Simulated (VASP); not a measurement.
# Cu2Ni (P6_3/mmc) in VASP: notebook

The runs below take Cu2Ni through single point, relaxation of cell and atoms, with PBE.

Everything below comes from runs of VASP 6.6.1. Logs are shortened: lines on timing, memory, paths and dates and some standing lists are left out, and cuts for length are marked.

### Step 1. The cell of the first run

The structure is hexagonal, space group P6_3/mmc (No. 194). Conventional cell: a = 2.521 Å, b = 2.521 Å, c = 12.550 Å, α = 90.00°, β = 90.00°, γ = 120.00°. Within 3.3 Å of Cu (site symmetry 3m) lie 9 Cu at 2.52 to 2.59 Å and 3 Ni at 2.53 Å. Ni (site symmetry -6m2) has 6 Ni at 2.52 Å and 6 Cu at 2.53 Å within 3.3 Å.

### Step 2. Single point, PBE, collinear spin, ferromagnetic start

INCAR reads:

```
PREC     = Accurate       # precision mode
ENCUT    = 520            # plane-wave cutoff, eV
EDIFF    = 1E-7           # SCF threshold, eV
ISMEAR   = 0              # smearing method
SIGMA    = 0.1            # smearing width, eV
LREAL    = F              # projectors in reciprocal space
LASPH    = T              # aspherical terms in the spheres
NELM     = 150            # most SCF steps
ALGO     = Normal         # electronic algorithm
ISIF     = 2              # what is computed and relaxed
LWAVE    = F              # write WAVECAR
LCHARG   = F              # write CHGCAR
ISPIN    = 2              # spin polarisation
MAGMOM   = 0 0 0 0 0.25 0.25 # initial moments
LORBIT   = 11             # projections on sites
LMAXMIX  = 4              # l up to which the mixer works
GGA      = PE             # functional
NBANDS   = 45             # bands
```

KPOINTS reads:

```
Automatic mesh
0
Gamma
  6 6 2
```

POSCAR reads:

```
Cu2Ni
1.0
    2.5211376911      0.0000000000      0.0000000000
   -1.2605688455      2.1833692869      0.0000000000
    0.0000000000      0.0000000000     12.5496518176
Cu Ni
4 2
Direct
    0.3333333333      0.6666666667      0.5853066751
    0.6666666667      0.3333333333      0.0853066751
    0.3333333333      0.6666666667      0.9146933249
    0.6666666667      0.3333333333      0.4146933249
    0.3333333333      0.6666666667      0.2500000000
    0.6666666667      0.3333333333      0.7500000000
```

Potentials or basis: VASP PAW PBE potentials, release 64 (Cu, Ni).

Command:

```console
> cat potpaw_PBE.64/Cu/POTCAR potpaw_PBE.64/Ni/POTCAR > POTCAR
> mpirun -np 1 vasp_std > vasp.out
```

OUTCAR:

```text
PREC = Accurate
   ENCUT = 520
   EDIFF = 1E-7
   ISMEAR = 0
   LREAL = F
   LASPH = T
   NELM = 150
   ISIF = 2
   ISPIN = 2
   LORBIT = 11
   GGA = PE

 ion  position               nearest neighbor table
   1  0.333  0.667  0.585-   6 2.53   6 2.53   6 2.53   4 2.59   4 2.59   4 2.59
   2  0.667  0.333  0.085-   5 2.53   5 2.53   5 2.53   3 2.59   3 2.59   3 2.59
   3  0.333  0.667  0.915-   6 2.53   6 2.53   6 2.53   2 2.59   2 2.59   2 2.59
   4  0.667  0.333  0.415-   5 2.53   5 2.53   5 2.53   1 2.59   1 2.59   1 2.59
   5  0.333  0.667  0.250-   2 2.53   4 2.53   2 2.53   4 2.53   2 2.53   4 2.53
   6  0.667  0.333  0.750-   1 2.53   3 2.53   1 2.53   3 2.53   1 2.53   3 2.53

  LATTYP: Found a hexagonal cell.
 ALAT       =     2.5211376911
 C/A-ratio  =     4.9777732735

  Lattice vectors:

 A1 = (   2.5211376911,   0.0000000000,   0.0000000000)
 A2 = (  -1.2605688455,   2.1833692869,   0.0000000000)
 A3 = (   0.0000000000,   0.0000000000,  12.5496518176)

Analysis of symmetry for initial positions (statically):
=====================================================================
 Subroutine PRICEL returns:
 Original cell was already a primitive cell.

 Routine SETGRP: Setting up the symmetry group for a
 hexagonal supercell.

 Subroutine GETGRP returns: Found 24 space group operations
 (whereof 12 operations were pure point group operations)
 out of a pool of 24 trial point group operations.

The static configuration has the point symmetry D_3d.
 The point group associated with its full space group is D_6h.

Analysis of symmetry for dynamics (positions and initial velocities):
=====================================================================
 Subroutine PRICEL returns:
 Original cell was already a primitive cell.

 Routine SETGRP: Setting up the symmetry group for a
 hexagonal supercell.

 Subroutine GETGRP returns: Found 24 space group operations
 (whereof 12 operations were pure point group operations)
 out of a pool of 24 trial point group operations.

The dynamic configuration has the point symmetry D_3d.
 The point group associated with its full space group is D_6h.

Analysis of structural, dynamic, and magnetic symmetry:
=====================================================================
 Subroutine PRICEL returns:
 Original cell was already a primitive cell.

 Routine SETGRP: Setting up the symmetry group for a
 hexagonal supercell.

 Subroutine GETGRP returns: Found 24 space group operations
 (whereof 12 operations were pure point group operations)
 out of a pool of 24 trial point group operations.

The overall configuration has the point symmetry D_3d.
 The point group associated with its full space group is D_6h.

 Subroutine INISYM returns: Found 24 space group operations
 (whereof 12 operations are pure point group operations),
 and found     1 'primitive' translations

----------------------------------------------------------------------------------------

                                     Primitive cell

  volume of cell :      69.0805

  direct lattice vectors                    reciprocal lattice vectors
     2.521137691  0.000000000  0.000000000     0.396646325  0.229003863  0.000000000
    -1.260568845  2.183369287  0.000000000     0.000000000  0.458007725  0.000000000
     0.000000000  0.000000000 12.549651818     0.000000000  0.000000000  0.079683486

  length of vectors
     2.521137691  2.521137691 12.549651818     0.458007725  0.458007725  0.079683486

  position of ions in fractional coordinates (direct lattice)
     0.333333333  0.666666667  0.585306675
     0.666666667  0.333333333  0.085306675
     0.333333333  0.666666667  0.914693325
     0.666666667  0.333333333  0.414693325
     0.333333333  0.666666667  0.250000000
     0.666666667  0.333333333  0.750000000

  ion indices of the primitive-cell ions
   primitive index   ion index
                 1           1
                 2           2
                 3           3
                 4           4
                 5           5
                 6           6

----------------------------------------------------------------------------------------

 KPOINTS: Automatic mesh

Automatic generation of k-mesh.
 Grid dimensions read from file:
 generate k-points for:    6    6    2

 Generating k-lattice:

  Cartesian coordinates                     Fractional coordinates (reciprocal lattice)
     0.066107721  0.038167310  0.000000000     0.166666667  0.000000000  0.000000000
     0.000000000  0.076334621  0.000000000     0.000000000  0.166666667  0.000000000
     0.000000000  0.000000000  0.039841743     0.000000000  0.000000000  0.500000000

  Length of vectors
     0.076334621  0.076334621  0.039841743

  Shift w.r.t. Gamma in fractional coordinates (k-lattice)
     0.000000000  0.000000000  0.000000000

 Subroutine IBZKPT returns following result:
 ===========================================

 Found     14 irreducible k-points:

 Following reciprocal coordinates:
            Coordinates               Weight
  0.000000  0.000000  0.000000      1.000000
  0.166667  0.000000  0.000000      6.000000
  0.333333  0.000000  0.000000      6.000000
  0.500000  0.000000  0.000000      3.000000
  0.166667  0.166667  0.000000      6.000000
  0.333333  0.166667  0.000000     12.000000
  0.333333  0.333333  0.000000      2.000000
  0.000000  0.000000  0.500000      1.000000
  0.166667  0.000000  0.500000      6.000000
  0.333333  0.000000  0.500000      6.000000
  0.500000  0.000000  0.500000      3.000000
  0.166667  0.166667  0.500000      6.000000
  0.333333  0.166667  0.500000     12.000000
  0.333333  0.333333  0.500000      2.000000
   k-points           NKPTS =     14   k-points in BZ     NKDIM =     14   number of bands    NBANDS=     45
   number of dos      NEDOS =    301   number of ions     NIONS =      6
   total plane-waves  NPLWV =  38400
   dimension x,y,z NGX =    20 NGY =   20 NGZ =   96
   dimension x,y,z NGXF=    40 NGYF=   40 NGZF=  192
   ions per type =               4   2
   NGX,Y,Z   is equivalent  to a cutoff of  13.19, 13.19, 12.72 a.u.
   NGXF,Y,Z  is equivalent  to a cutoff of  26.38, 26.38, 25.43 a.u.
 SYSTEM =  unknown system
   PREC   = accura    normal or accurate (medium, high low for compatibility)
   ISTART =      0    job   : 0-new  1-cont  2-samecut
   ICHARG =      2    charge: 1-file 2-atom 10-const
   ISPIN  =      2    spin polarized calculation?
   LNONCOLLINEAR =      F non collinear calculations
   LSORBIT =      F    spin-orbit coupling
   LASPH  =      T    aspherical Exc in radial PAW
   ENCUT  =  520.0 eV  38.22 Ry    6.18 a.u.   4.69  4.69 23.33*2*pi/ulx,y,z
   NELM   =    150;   NELMIN=  2; NELMDL= -5     # of ELM steps
   EDIFF  = 0.1E-06   stopping-criterion for ELM
   LREAL  =      F    real-space projection
   EDIFFG = 0.1E-05   stopping-criterion for IOM
   NSW    =      0    number of steps for IOM
   IBRION =     -1    ionic relax: 0-MD 1-quasi-New 2-CG
   NFREE  =      0    steps in history (QN), initial steepest desc. (CG)
   ISIF   =      2    stress and relaxation
   ISYM   =      2    0-nonsym 1-usesym 2-fastsym
   POTIM  = 0.5000    time-step for ionic-motion
   TEBEG  =    0.0;   TEEND  =   0.0 temperature during run
   PSTRESS=    0.0 pullay stress
   NELECT =      64.0000    total number of electrons
   NUPDOWN=      -1.0000    fix difference up-down
   EMIN   =  10.00;   EMAX   =-10.00  energy-range for DOS
   EFERMI =   0.00;   METHOD = LEGACY
   ISMEAR =     0;   SIGMA  =   0.10  broadening in eV -4-tet -1-fermi 0-gaus
   EFERMI_NEDOS =   21; number of points for ismear=-14 and -15
   IALGO  =     38    algorithm
   IMIX   =      4    mixing-type and parameters
     AMIX     =   0.40;   BMIX     =  1.00
     AMIX_MAG =   1.60;   BMIX_MAG =  1.00
  volume/ion in A,a.u.               =      11.51        77.70
  Fermi-wavevector in a.u.,A,eV,Ry     =   1.595939  3.015888 34.654337  2.547022
  Thomas-Fermi vector in A             =   2.693780
   LORBIT       =     11    0 simple, 1 ext, 2 COOP (PROOUT), +10 PAW based schemes
   GGA     = PE    functional components
   LHFCALC =     F    Hartree Fock is set to
   AEXX    =    0.0000 exact exchange contribution
   IVDW    =     0    specifies the selected vdW correction
   LEPSILON=     F    determine dielectric tensor
   LRPA    =     F    only Hartree local field effects (RPA)
 spin polarized calculation
 Gauss-broadening in eV      SIGMA  =   0.10
  energy-cutoff  :      520.00
  volume of cell :       69.08
 maximum number of plane-waves:      1894
 NGX is ok and might be reduce to    20
   NGX =  9   NGY =  9   NGZ = 47

 number of electron      63.9999965 magnetization       0.0009890

 Free energy of the ion-electron system (eV)
  ---------------------------------------------------
  ext. energy  EPLUGINS =         0.00000000
  ---------------------------------------------------
  free energy    TOTEN  =       -25.82145617 eV

  energy without entropy =      -25.81058825  energy(sigma->0) =      -25.81602221

 E-fermi :   8.1810     XC(G=0): -12.8825

 val. band max:        8.1438010340   @ k =   0.5000   0.0000   0.0000
 cond. band min:       8.2114458328   @ k =   0.5000   0.0000   0.0000
 fundamental gap:      0.0676447988
 Fermi energy:         8.1809599545

 spin component 1

 k-point     1 :       0.0000    0.0000    0.0000
  band No.  band energies     occupation
      1      -1.1416      1.00000
      2      -0.3636      1.00000
      3       0.0870      1.00000
      4       2.0055      1.00000
      5       2.4952      1.00000
      6       3.1578      1.00000
[... 36 lines left out ...]
     43      30.2143      0.00000
     44      30.3691      0.00000
[... 569 lines left out ...]
      3       4.2348      1.00000
      4       4.2348      1.00000
      5       4.2354      1.00000
      6       4.2354      1.00000
[... 36 lines left out ...]
     43      17.6716      0.00000
     44      17.6716      0.00000
 Fermi energy:         8.1809599545

 spin component 2

 k-point     1 :       0.0000    0.0000    0.0000
  band No.  band energies     occupation
      1      -1.1417      1.00000
      2      -0.3637      1.00000
      3       0.0869      1.00000
      4       2.0054      1.00000
      5       2.4952      1.00000
      6       3.1578      1.00000
[... 36 lines left out ...]
     43      30.2142      0.00000
     44      30.3689      0.00000
[... 569 lines left out ...]
      3       4.2348      1.00000
      4       4.2348      1.00000
      5       4.2354      1.00000
      6       4.2354      1.00000
[... 36 lines left out ...]
     43      17.6716      0.00000
     44      17.6717      0.00000
 [bands above 44 left out]

------------------------ aborting loop because EDIFF is reached ----------------------------------------

  FORCE on cell =-STRESS in cart. coord.  units (eV):
  Direction    XX          YY          ZZ          XY          YZ          ZX
  --------------------------------------------------------------------------------------
  -------------------------------------------------------------------------------------
  Total        0.1669884      0.1669884      0.2336142      0.0000000      0.0000000     -0.0000000
  in kB        3.8729451      3.8729451      5.4181909      0.0000000      0.0000000     -0.0000000
  external PRESSURE =       4.3880270 kB  Pullay stress =       0.0000000 kB

 VOLUME and BASIS-vectors are now :
 -----------------------------------------------------------------------------
  energy-cutoff  :      520.00
  volume of cell :       69.08
      direct lattice vectors                 reciprocal lattice vectors
     2.521137691  0.000000000  0.000000000     0.396646325  0.229003863  0.000000000
    -1.260568845  2.183369287  0.000000000     0.000000000  0.458007725  0.000000000
     0.000000000  0.000000000 12.549651818     0.000000000  0.000000000  0.079683486

 POSITION                                       TOTAL-FORCE (eV/Angst)
 -----------------------------------------------------------------------------------
     -0.00000      1.45558      7.34539         0.000000     -0.000000      0.018797
      1.26057      0.72779      1.07057        -0.000000     -0.000000      0.018797
     -0.00000      1.45558     11.47908         0.000000      0.000000     -0.018797
      1.26057      0.72779      5.20426        -0.000000      0.000000     -0.018797
     -0.00000      1.45558      3.13741        -0.000000      0.000000     -0.000000
      1.26057      0.72779      9.41224         0.000000     -0.000000     -0.000000
 -----------------------------------------------------------------------------------
    total drift:                               -0.000000      0.000000     -0.000000

  FREE ENERGIE OF THE ION-ELECTRON SYSTEM (eV)
  ---------------------------------------------------
  free  energy   TOTEN  =       -25.8214561726 eV

  energy  without entropy=      -25.8105882489  energy(sigma->0) =      -25.81602221

 total charge

# of ion       s       p       d       tot
------------------------------------------
    1        0.450   0.395   9.172  10.017
    2        0.450   0.395   9.172  10.017
    3        0.450   0.395   9.172  10.017
    4        0.450   0.395   9.172  10.017
    5        0.472   0.435   8.362   9.269
    6        0.472   0.435   8.362   9.269
--------------------------------------------------
tot          2.743   2.451  53.413  58.607

 magnetization (x)

# of ion       s       p       d       tot
------------------------------------------
    1       -0.000  -0.000  -0.000  -0.000
    2       -0.000  -0.000  -0.000  -0.000
    3       -0.000  -0.000  -0.000  -0.000
    4       -0.000  -0.000  -0.000  -0.000
    5       -0.000  -0.000   0.001   0.001
    6       -0.000  -0.000   0.001   0.001
--------------------------------------------------
tot         -0.000  -0.000   0.001   0.001
```

It took 3.2 min on 1 thread of AMD EPYC 7R43 (Zen 3), shared host; peak memory 0.22 GiB.

What came out:

```yaml
Free_energy: -25.8215 eV
Pressure: 0.4 GPa
Largest_force: 0.019 eV/Å
Band_gap_on_the_k_mesh: zero (filled and empty bands overlap)
Net_moment: 0.00 μB per cell
Valence_electrons_inside_the_program's_atomic_spheres: Cu 10.02; Ni 9.27
```

Forces on the atoms (eV/Å):
```
Cu   0.000  0.000  0.019
Cu   0.000  0.000  0.019
Cu   0.000  0.000 -0.019
Cu   0.000  0.000 -0.019
Ni   0.000  0.000  0.000
Ni   0.000  0.000  0.000
```

Caveat: the k points lie up to 0.48 Å⁻¹ apart.

### Step 3. Relaxation of cell and atoms, PBE, collinear spin, ferromagnetic start

This run uses another cell than the first one, of 11.05 Å³/atom, 0.960 times its volume.

INCAR reads:

```
ALGO = Normal ; EDIFF = 1E-6
EDIFFG = -0.04 ; ENCUT = 600
GGA = PE ; IBRION = 2
ISIF = 3 ; ISMEAR = 0
ISPIN = 2 ; LASPH = True
LCHARG = False ; LMAXMIX = 4
LORBIT = 11 ; LREAL = False
LWAVE = False ; MAGMOM = 0 0 0 0 0.25 0.25
NELM = 150 ; NSW = 90
PREC = Accurate ; SIGMA = 0.1
```

KPOINTS reads:

```
k-points
0
Gamma
  6 6 2
```

POSCAR reads:

```
Cu2Ni
1.0
    2.6998521964      0.0000000000      0.0000000000
   -1.3499260982      2.3381405886      0.0000000000
    0.0000000000      0.0000000000     10.5013179172
Cu Ni
4 2
Direct
    0.3333333333      0.6666666667      0.6275000000
    0.6666666667      0.3333333333      0.1275000000
    0.3333333333      0.6666666667      0.8725000000
    0.6666666667      0.3333333333      0.3725000000
    0.3333333333      0.6666666667      0.2500000000
    0.6666666667      0.3333333333      0.7500000000
```

Potentials or basis: VASP PAW PBE potentials, release 64 (Cu, Ni).

Command:

```console
> cat potpaw_PBE.64/Cu/POTCAR potpaw_PBE.64/Ni/POTCAR > POTCAR
> mpirun -np 1 vasp_std > vasp.out
```

Run time: 20 min. Hardware: 1 thread of AMD EPYC 7R43 (Zen 3), shared host; peak memory 0.25 GiB.

Results (log left out):

```yaml
Free_energy: -25.8158 eV
Relaxed_volume: 11.51 Å³/atom
Relaxed_cell: a = 2.519 Å, b = 2.519 Å, c = 12.570 Å, α = 90.00°, β = 90.00°, γ = 120.00°
Space_group_after_relaxing_to_0.05_Å: P6_3/mmc (No. 194)
Energy_gained_by_relaxing: 1692.1 meV/atom
Ionic_steps: 13
Pressure_after_relaxing: 0.3 GPa
Largest_force_after_relaxing: 0.025 eV/Å
Band_gap_on_the_k_mesh: zero (filled and empty bands overlap)
Net_moment: 0.00 μB per cell
Valence_electrons_inside_the_program's_atomic_spheres: Cu 10.02; Ni 9.27
```

Forces on the atoms (eV/Å):
```
Cu   0.000  0.000  0.025
Cu   0.000  0.000  0.025
Cu   0.000  0.000 -0.025
Cu   0.000  0.000 -0.025
Ni   0.000  0.000  0.000
Ni   0.000  0.000  0.000
```

Stress tensor (GPa, compression positive):
```
 0.53  0.00  0.00
 0.00  0.53  0.00
 0.00  0.00 -0.16
```

The path:
```
step  energy change (eV)  largest force (eV/Å)  pressure (GPa)  volume (Å³)
   1              0.0000                9.1195           81.97        66.29
   2             -1.8809                0.2446          -18.91       136.40
   3             -7.2287                0.8356          -13.83        91.98
   4             -7.3549                1.1059          -11.25        89.34
   5             -7.4101                1.5576           -6.82        85.84
   6             -7.4116                1.4967           -7.44        86.26
   7             -8.5040                1.4056           -8.24        80.84
   8            -10.0975                0.3862           -1.20        70.12
   9            -10.0950                0.1439            6.24        66.74
  10            -10.1441                0.1458            1.95        68.47
  11            -10.1428                0.0914            2.67        68.12
  12            -10.1443                0.1260           -1.47        69.97
  13            -10.1526                0.0254            0.30        69.05
```

Final structure:
```
Cu Ni
1.0
     2.51858    0.00000    0.00000
    -1.25929    2.18115    0.00000
     0.00000    0.00000   12.57005
Cu Ni
4 2
Direct
  0.33333 0.66667 0.58528
  0.66667 0.33333 0.08528
  0.33333 0.66667 0.91472
  0.66667 0.33333 0.41472
  0.33333 0.66667 0.25000
  0.66667 0.33333 0.75000
```

Levels at points of the mesh, in eV from the Fermi level:
Spin up:
```tsv
k point	band 30	band 31	band 32	band 33	band 34	band 35	band 36	band 37
(0.00, 0.00, 0.00)	-1.41	-1.41	-0.99	-0.47	-0.47	-0.47	-0.47	4.15
(0.50, 0.00, 0.00)	0.03	0.03	0.39	0.50	1.21	2.01	2.16	5.67
(0.00, 0.00, 0.50)	-1.44	-1.44	-1.44	-0.47	-0.47	-0.47	-0.47	5.66
(0.50, 0.00, 0.50)	0.03	0.39	0.39	0.74	0.74	2.10	2.10	5.49
```
Spin down:
```csv
k point,band 31,band 32,band 33,band 34,band 35,band 36
"(0.00, 0.00, 0.00)",-1.41,-0.99,-0.47,-0.47,-0.47,-0.47
"(0.50, 0.00, 0.00)",0.03,0.39,0.50,1.21,2.01,2.16
"(0.00, 0.00, 0.50)",-1.44,-1.44,-0.47,-0.47,-0.47,-0.47
"(0.50, 0.00, 0.50)",0.39,0.39,0.74,0.74,2.10,2.10
```

Caveat: the k points lie up to 0.48 Å⁻¹ apart in the final cell.
